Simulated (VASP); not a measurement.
Runs of VASP 6.6.1 on InWSe3. The structure is that of space group Pm-3m (No. 221), or close to it. The cells are those of the table. 

```tsv
task	cell	k mesh	cutoff (eV)	gap on the mesh (eV)	pressure (GPa)	relaxed volume (Å³/atom)
single point	a = 5.018 Å, 5 atoms	4 × 4 × 4	520	none	-0.2	-
relaxation of cell and atoms	relaxed from a = 5.018 Å, 5 atoms	8 × 8 × 8	600	none	0.0	25.18
single point	a = 4.858 Å, 5 atoms	4 × 4 × 4	520	none	8.8	-
relaxation of cell and atoms	relaxed from a = 4.858 Å, 5 atoms	4 × 4 × 4	600	none	-0.1	(b)
single point	a = 5.009 Å, 5 atoms	8 × 8 × 8	520	none	(a)	-
```

Alike in all rows: level PBE; potentials or basis VASP PAW PBE potentials, release 64 (In_d, W_sv, Se); no spin polarisation; smearing gaussian 0.1 eV.

Q: Fill in the values left out.

A: (a) 0.1; (b) 25.21.

Caveats: spin-orbit coupling is left out, which moves the levels of the heavy elements.

A k mesh can miss the band edges, and the runs leave out spin-orbit coupling on In, Se, W.

A gap of «none» marks levels without a gap at the run's occupations.
